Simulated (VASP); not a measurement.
Cu:

```
Cu
1.0
    -1.44279    1.44279    1.37608
     1.44279   -1.44279    1.37608
     1.44279    1.44279   -1.37608
Cu
1
Cartesian
  0.0000 0.0000 0.0000
```

Base run:

| Quantity | Value |
| --- | --- |
| Program | VASP 6.6.1 |
| Functional | PBE |
| Potentials or basis | VASP PAW PBE potentials, release 64 (Cu) |
| Cutoff | 520 eV |
| k mesh | 10 × 10 × 10 |
| Occupations | gaussian, width 0.1 eV |
| Spin | no spin polarisation |

Its results: pressure 7.8 GPa.

Question: The run is repeated on the same cell with these changes: k mesh from 10 × 10 × 10 to 6 × 6 × 6. What comes out?

Answer: Pressure 8.3 GPa.

Caveats: some runs use coarse meshes.
